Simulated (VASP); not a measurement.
# B2As3 (Cm) in VASP: relaxation of cell and atoms with PBE

Aim: the relaxation of cell and atoms of B2As3 with PBE.

Everything below comes from runs of VASP 6.6.1. Logs are shortened: lines on timing, memory, paths and dates and some standing lists are left out, and cuts for length are marked.

## 1. The cell of the first run

It takes space group Cm (No. 8, monoclinic). The conventional cell has a = 5.933 Å, b = 3.368 Å, c = 8.159 Å, α = 90.00°, β = 103.47°, γ = 90.00°. Within 2.7 Å of B (site symmetry m) lie 4 As at 2.06 to 2.12 Å. B (site symmetry m) has 4 As at 2.07 to 2.13 Å within 2.7 Å. As (site symmetry m) has 3 B at 2.07 Å and 1 As at 2.55 Å within 2.7 Å. Within 2.7 Å of As (site symmetry m) lie 3 B at 2.06 to 2.09 Å and 1 As at 2.55 Å. As (site symmetry m) has 2 B at 2.12 to 2.13 Å within 2.8 Å.

The cell was generated, and may not be a known phase.

## 2. Relaxation of cell and atoms, PBE

INCAR reads:

```
SYSTEM = B2As3
PREC = Accurate ; ENCUT = 600
EDIFF = 1E-7 ; ISMEAR = 0
SIGMA = 0.1 ; LREAL = .False.
LASPH = .True. ; NELM = 80
ALGO = Normal ; ISIF = 3
LWAVE = .False. ; LCHARG = .False.
GGA = PE ; IBRION = 2
NSW = 100 ; EDIFFG = -0.01
```

KPOINTS reads:

```
Automatic mesh
0
Gamma
  10 10 4
  0 0 0
```

POSCAR reads:

```
B2As3
1.0
    2.9664998823     -1.6841224570      0.0000000000
    2.9664998823      1.6841224570      0.0000000000
   -1.9006755067      0.0000000000      7.9348645898
B As
2 3
Direct
    0.1365920290      0.1365920290      0.7305553694
    0.9520963851      0.9520963851      0.2201537021
    0.5942899896      0.5942899896      0.1364595792
    0.4974291823      0.4974291823      0.8145114436
    0.1505924040      0.1505924040      0.4733209457
```

Potentials or basis: VASP PAW PBE potentials, release 64 (B, As).

On the command line:

```bash
> cat potpaw_PBE.64/B/POTCAR potpaw_PBE.64/As/POTCAR > POTCAR
> mpirun -np 1 vasp_std > vasp.out
```

OUTCAR:

```text
SYSTEM = B2As3
   PREC = Accurate
   ENCUT = 600
   EDIFF = 1E-7
   ISMEAR = 0
   LREAL = .False.
   LASPH = .True.
   NELM = 80
   ISIF = 3
   GGA = PE
   IBRION = 2
   NSW = 100
   EDIFFG = -0.01

 ion  position               nearest neighbor table
   1  0.137  0.137  0.731-   4 2.06   4 2.06   4 2.09   5 2.12
   2  0.952  0.952  0.220-   3 2.07   3 2.07   3 2.07   5 2.13
   3  0.594  0.594  0.136-   2 2.07   2 2.07   2 2.07   4 2.55
   4  0.497  0.497  0.815-   1 2.06   1 2.06   1 2.09   3 2.55
   5  0.151  0.151  0.473-   1 2.12   2 2.13

  LATTYP: Found a base centered monoclinic cell.
 ALAT       =     5.9329997646
 B/A-ratio  =     0.5677136436
 C/A-ratio  =     1.3752450595
 COS(beta)  =    -0.2329450861

  Lattice vectors:

 A1 = (   2.9664998823,  -1.6841224570,   0.0000000000)
 A2 = (   2.9664998823,   1.6841224570,   0.0000000000)
 A3 = (  -1.9006755067,   0.0000000000,   7.9348645898)

Analysis of symmetry for initial positions (statically):
=====================================================================
 Subroutine PRICEL returns:
 Original cell was already a primitive cell.

 Routine SETGRP: Setting up the symmetry group for a
 base centered monoclinic supercell.

 Subroutine GETGRP returns: Found  2 space group operations
 (whereof  2 operations were pure point group operations)
 out of a pool of  4 trial point group operations.

The static configuration has the point symmetry C_1h.

Analysis of symmetry for dynamics (positions and initial velocities):
=====================================================================
 Subroutine PRICEL returns:
 Original cell was already a primitive cell.

 Routine SETGRP: Setting up the symmetry group for a
 base centered monoclinic supercell.

 Subroutine GETGRP returns: Found  2 space group operations
 (whereof  2 operations were pure point group operations)
 out of a pool of  4 trial point group operations.

The dynamic configuration has the point symmetry C_1h.

 Subroutine INISYM returns: Found  2 space group operations
 (whereof  2 operations are pure point group operations),
 and found     1 'primitive' translations

----------------------------------------------------------------------------------------

                                     Primitive cell

  volume of cell :      79.2844

  direct lattice vectors                    reciprocal lattice vectors
     2.966499882 -1.684122457  0.000000000     0.168548802 -0.296890525  0.040373289
     2.966499882  1.684122457  0.000000000     0.168548802  0.296890525  0.040373289
    -1.900675507  0.000000000  7.934864590     0.000000000  0.000000000  0.126026095

  length of vectors
     3.411215326  3.411215326  8.159328615     0.343777086  0.343777086  0.126026095

  position of ions in fractional coordinates (direct lattice)
     0.136592029  0.136592029  0.730555369
     0.952096385  0.952096385  0.220153702
     0.594289990  0.594289990  0.136459579
     0.497429182  0.497429182  0.814511444
     0.150592404  0.150592404  0.473320946

  ion indices of the primitive-cell ions
   primitive index   ion index
                 1           1
                 2           2
                 3           3
                 4           4
                 5           5

----------------------------------------------------------------------------------------

 KPOINTS: Automatic mesh

Automatic generation of k-mesh.
 Grid dimensions read from file:
 generate k-points for:   10   10    4

 Generating k-lattice:

  Cartesian coordinates                     Fractional coordinates (reciprocal lattice)
     0.016854880 -0.029689052  0.004037329     0.100000000  0.000000000  0.000000000
     0.016854880  0.029689052  0.004037329     0.000000000  0.100000000  0.000000000
     0.000000000  0.000000000  0.031506524     0.000000000  0.000000000  0.250000000

  Length of vectors
     0.034377709  0.034377709  0.031506524

  Shift w.r.t. Gamma in fractional coordinates (k-lattice)
     0.000000000  0.000000000  0.000000000

 Subroutine IBZKPT returns following result:
 ===========================================

 Found    117 irreducible k-points:

 Following reciprocal coordinates:
            Coordinates               Weight
  0.000000  0.000000  0.000000      1.000000
  0.100000 -0.000000  0.000000      4.000000
  0.200000 -0.000000  0.000000      4.000000
  0.300000  0.000000  0.000000      4.000000
  0.400000 -0.000000  0.000000      4.000000
  0.500000  0.000000  0.000000      2.000000
[... 16 lines left out ...]
  0.300000  0.300000  0.000000      2.000000
  0.400000  0.300000  0.000000      4.000000
 [... further k-points ...]
   k-points           NKPTS =    117   k-points in BZ     NKDIM =    117   number of bands    NBANDS=     14
   number of dos      NEDOS =    301   number of ions     NIONS =      5
   total plane-waves  NPLWV =  54880
   dimension x,y,z NGX =    28 NGY =   28 NGZ =   70
   dimension x,y,z NGXF=    56 NGYF=   56 NGZF=  140
   ions per type =               2   3
   NGX,Y,Z   is equivalent  to a cutoff of  13.65, 13.65, 14.26 a.u.
   NGXF,Y,Z  is equivalent  to a cutoff of  27.29, 27.29, 28.52 a.u.
 SYSTEM =  B2As3
   PREC   = accura    normal or accurate (medium, high low for compatibility)
   ISTART =      0    job   : 0-new  1-cont  2-samecut
   ICHARG =      2    charge: 1-file 2-atom 10-const
   ISPIN  =      1    spin polarized calculation?
   LNONCOLLINEAR =      F non collinear calculations
   LSORBIT =      F    spin-orbit coupling
   LASPH  =      T    aspherical Exc in radial PAW
   ENCUT  =  600.0 eV  44.10 Ry    6.64 a.u.   6.81  6.81 16.30*2*pi/ulx,y,z
   NELM   =     80;   NELMIN=  2; NELMDL= -5     # of ELM steps
   EDIFF  = 0.1E-06   stopping-criterion for ELM
   LREAL  =      F    real-space projection
   EDIFFG = -.1E-01   stopping-criterion for IOM
   NSW    =    100    number of steps for IOM
   IBRION =      2    ionic relax: 0-MD 1-quasi-New 2-CG
   NFREE  =      1    steps in history (QN), initial steepest desc. (CG)
   ISIF   =      3    stress and relaxation
   ISYM   =      2    0-nonsym 1-usesym 2-fastsym
   POTIM  = 0.5000    time-step for ionic-motion
   TEBEG  =    0.0;   TEEND  =   0.0 temperature during run
   PSTRESS=    0.0 pullay stress
   NELECT =      21.0000    total number of electrons
   NUPDOWN=      -1.0000    fix difference up-down
   EMIN   =  10.00;   EMAX   =-10.00  energy-range for DOS
   EFERMI =   0.00;   METHOD = LEGACY
   ISMEAR =     0;   SIGMA  =   0.10  broadening in eV -4-tet -1-fermi 0-gaus
   EFERMI_NEDOS =   21; number of points for ismear=-14 and -15
   IALGO  =     38    algorithm
   IMIX   =      4    mixing-type and parameters
     AMIX     =   0.40;   BMIX     =  1.00
     AMIX_MAG =   1.60;   BMIX_MAG =  1.00
  volume/ion in A,a.u.               =      15.86       107.01
  Fermi-wavevector in a.u.,A,eV,Ry     =   1.051362  1.986785 15.039351  1.105361
  Thomas-Fermi vector in A             =   2.186402
   LORBIT       =      0    0 simple, 1 ext, 2 COOP (PROOUT), +10 PAW based schemes
   GGA     = PE    functional components
   LHFCALC =     F    Hartree Fock is set to
   AEXX    =    0.0000 exact exchange contribution
   IVDW    =     0    specifies the selected vdW correction
   LEPSILON=     F    determine dielectric tensor
   LRPA    =     F    only Hartree local field effects (RPA)
 conjugate gradient relaxation of ions
 non-spin polarized calculation
 Gauss-broadening in eV      SIGMA  =   0.10
  energy-cutoff  :      600.00
  volume of cell :       79.28
 maximum number of plane-waves:      2664
   NGX = 13   NGY = 13   NGZ = 33

--------------------------------------- Ionic step        1  -------------------------------------------

 number of electron      21.0000000 magnetization

 Free energy of the ion-electron system (eV)
  ---------------------------------------------------
  ext. energy  EPLUGINS =         0.00000000
  ---------------------------------------------------
  free energy    TOTEN  =       -25.95436492 eV

  energy without entropy =      -25.94969675  energy(sigma->0) =      -25.95203083

------------------------ aborting loop because EDIFF is reached ----------------------------------------

  FORCE on cell =-STRESS in cart. coord.  units (eV):
  Direction    XX          YY          ZZ          XY          YZ          ZX
  --------------------------------------------------------------------------------------
  -------------------------------------------------------------------------------------
  Total        1.0579670     -0.0756417     -0.3344800      0.0000000      0.0000000     -0.0154626
  in kB       21.3793840     -1.5285664     -6.7591672      0.0000000      0.0000000     -0.3124677
  external PRESSURE =       4.3638835 kB  Pullay stress =       0.0000000 kB
[... 98 lines left out ...]
  FREE ENERGIE OF THE ION-ELECTRON SYSTEM (eV)
  ---------------------------------------------------
  free  energy   TOTEN  =       -25.9628855890 eV

  energy  without entropy=      -25.9590564444  energy(sigma->0) =      -25.96097102

[... ionic steps 4 to 11 ...]

--------------------------------------- Ionic step       12  -------------------------------------------

 number of electron      21.0000000 magnetization

------------------------ aborting loop because EDIFF is reached ----------------------------------------
[... 73 lines left out ...]
--------------------------------------- Ionic step       14  -------------------------------------------

 number of electron      21.0000000 magnetization

 Free energy of the ion-electron system (eV)
  ---------------------------------------------------
  ext. energy  EPLUGINS =         0.00000000
  ---------------------------------------------------
  free energy    TOTEN  =       -25.96825838 eV

  energy without entropy =      -25.96520185  energy(sigma->0) =      -25.96673011

 E-fermi :   5.8350     XC(G=0): -10.2665

 val. band max:        5.8220365201   @ k =  -0.3000   0.0000   0.2500
 cond. band min:       5.9025589592   @ k =   0.4000   0.2000   0.2500
 fundamental gap:      0.0805224391
 Fermi energy:         5.8349592833

 k-point     1 :       0.0000    0.0000    0.0000
  band No.  band energies     occupation
      1      -9.7128      2.00000
      2      -8.2620      2.00000
      3      -6.3708      2.00000
      4      -0.0883      2.00000
      5       0.4109      2.00000
      6       3.6362      2.00000
      7       3.8233      2.00000
      8       4.1275      2.00000
      9       4.4236      2.00000
     10       6.6378      0.00000
     11       7.7596      0.00000
     12       7.8578      0.00000
     13       8.2179      0.00000
     14       8.6835      0.00000
[... 377 lines left out ...]
      1      -8.0837      2.00000
      2      -6.9064      2.00000
      3      -5.0426      2.00000
      4      -2.1593      2.00000
      5      -1.2175      2.00000
      6       0.2220      2.00000
      7       1.4329      2.00000
      8       1.7987      2.00000
      9       2.6052      2.00000
     10       3.2177      2.00000
     11       6.4191      0.00000
     12       6.9390      0.00000
     13       8.5212      0.00000
     14       8.9667      0.00000

 [... further k-points ...]

------------------------ aborting loop because EDIFF is reached ----------------------------------------

  FORCE on cell =-STRESS in cart. coord.  units (eV):
  Direction    XX          YY          ZZ          XY          YZ          ZX
  --------------------------------------------------------------------------------------
  -------------------------------------------------------------------------------------
  Total       -0.0039743     -0.0007043      0.0052086      0.0000000      0.0000000     -0.0077009
  in kB       -0.0801431     -0.0142031      0.1050323      0.0000000      0.0000000     -0.1552909
  external PRESSURE =       0.0035620 kB  Pullay stress =       0.0000000 kB
[... 20 lines left out ...]
  FREE ENERGIE OF THE ION-ELECTRON SYSTEM (eV)
  ---------------------------------------------------
  free  energy   TOTEN  =       -25.9682583755 eV

  energy  without entropy=      -25.9652018479  energy(sigma->0) =      -25.96673011

 reached required accuracy - stopping structural energy minimisation
```

Run time: 13 min. Hardware: 1 thread of Intel Xeon Platinum 8488C (Sapphire Rapids), shared host; peak memory 0.33 GiB.

Results:

| Item | Value |
| --- | --- |
| Free energy | -25.9683 eV |
| Relaxed volume | 15.89 Å³/atom |
| Relaxed cell | a = 3.443 Å, b = 3.443 Å, c = 8.092 Å, α = 101.90°, β = 101.90°, γ = 58.47° |
| Space group after relaxing (to 0.1 Å) | Cm (No. 8) |
| Energy gained by relaxing | 2.8 meV/atom |
| Ionic steps | 14 |
| Pressure after relaxing | 0.0 GPa |
| Largest force after relaxing | 0.009 eV/Å |
| Band gap on the k mesh | zero (an odd number of electrons rules out a gap without spin polarisation) |

Forces on the atoms (eV/Å):
```
B    0.008  0.000  0.001
B   -0.002  0.000  0.006
As  -0.009  0.000 -0.002
As   0.006  0.000 -0.004
As  -0.003  0.000 -0.001
```

Step by step:
```csv
step,energy change (eV),largest force (eV/Å),pressure (GPa),volume (Å³)
1,0.0000,0.1211,0.44,79.28
2,-0.0082,0.1251,-0.22,79.78
3,-0.0085,0.1451,-0.37,79.89
4,-0.0109,0.1122,-0.05,79.61
5,-0.0109,0.1119,-0.04,79.60
6,-0.0122,0.0863,0.10,79.46
7,-0.0132,0.0495,0.34,79.23
8,-0.0137,0.0318,-0.15,79.57
9,-0.0137,0.0263,-0.04,79.49
10,-0.0138,0.0143,-0.01,79.47
11,-0.0138,0.0180,0.00,79.47
12,-0.0138,0.0120,0.01,79.45
13,-0.0139,0.0169,0.02,79.44
14,-0.0139,0.0093,0.00,79.45
```

Final structure:
```
B As
1.0
     3.00439   -1.68159    0.00255
     3.00439    1.68159    0.00255
    -1.91836    0.00000    7.86161
B As
2 3
Direct
  0.13566 0.13566 0.72887
  0.94930 0.94930 0.22227
  0.59223 0.59223 0.13804
  0.49562 0.49562 0.81331
  0.15820 0.15820 0.47251
```

Levels at points of the mesh, in eV from the Fermi level:
```csv
k point,band 9,band 10,band 11,band 12,band 13,band 14
"(0.00, 0.00, 0.00)",-1.41,0.80,1.92,2.02,2.38,2.85
"(0.50, 0.00, 0.00)",-3.21,-1.94,-0.62,0.26,1.08,1.68
"(0.50, 0.50, 0.00)",-3.61,-3.25,1.20,1.37,2.05,2.32
"(0.00, 0.00, 0.50)",-1.32,-0.78,1.27,1.94,2.39,2.92
"(0.50, 0.00, 0.50)",-3.78,-3.28,-0.52,1.42,1.66,2.42
"(0.50, 0.50, 0.50)",-3.50,-2.38,0.18,1.04,1.56,1.62
```

Caveat: an odd number of electrons without spin polarisation forces a metal; a magnetic or distorted state may lie lower.

The gap in the log of VASP goes by the Fermi energy; the results here count the filled bands.